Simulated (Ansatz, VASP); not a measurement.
Two plane-wave programs on IrAuC6N6

```xyz
14
Lattice="0.0000 5.3477 5.3477 5.3477 0.0000 5.3477 5.3477 5.3477 0.0000" Properties=species:S:1:pos:R:3 pbc="T T T"
Ir    0.0000    0.0000    0.0000
C     2.0138    5.3477    5.3477
C     5.3477    2.0138    5.3477
C     5.3477    5.3477    2.0138
C     8.6817    5.3477    5.3477
C     5.3477    8.6817    5.3477
C     5.3477    5.3477    8.6817
Au    5.3477    5.3477    5.3477
N     3.1770    5.3477    5.3477
N     5.3477    3.1770    5.3477
N     5.3477    5.3477    3.1770
N     7.5185    5.3477    5.3477
N     5.3477    7.5185    5.3477
N     5.3477    5.3477    7.5185
```

Alike in both runs: functional PBE; k mesh 4 × 4 × 4; occupations gaussian, width 0.1 eV; collinear spin.

Ansatz relaxed the structure, and its values are those at the end. VASP's run is a single point on that final structure, the one shown.

|  | VASP | Ansatz |
| --- | --- | --- |
| version | VASP 6.6.1 | Ansatz 0.2.0 |
| potentials or method | VASP PAW PBE potentials, release 64 (Ir, C, Au, N), cutoff 520 eV | scalar-relativistic, plane waves, PAW |
| valence electrons in the cell | 74 | 90 |

Ansatz gave:

```
gap on the k mesh at the Fermi level (eV)                     : 0.64
least direct gap on the mesh (eV)                             : 0.73
pressure (GPa)                                                : 0.1
rms of the force components (eV/Å)                            : 0.008
net moment per atom (μB)                                      : 0.14
size of the moment on the site where the two differ most (μB) : 0.07
```

Q: Estimate VASP's values.

A: gap on the k mesh at the Fermi level (eV): 0.62; least direct gap on the mesh (eV): 0.71; pressure (GPa): 0.5; rms of the force components (eV/Å): 0.197; net moment per atom (μB): 0.14; size of the moment on the site where the two differ most (μB): 0.14.

Site moments also hang on the region over which each program counts them. One of these differences is far larger than is usual between the two programs; its cause wasn't traced. VASP's potentials hold 74 valence electrons a cell and Ansatz's 90, so a difference there can come from the potentials and not from the codes.

Spin-orbit coupling is off throughout. Noted on VASP's run: the standard files for N, O and F lose accuracy on very short bonds.
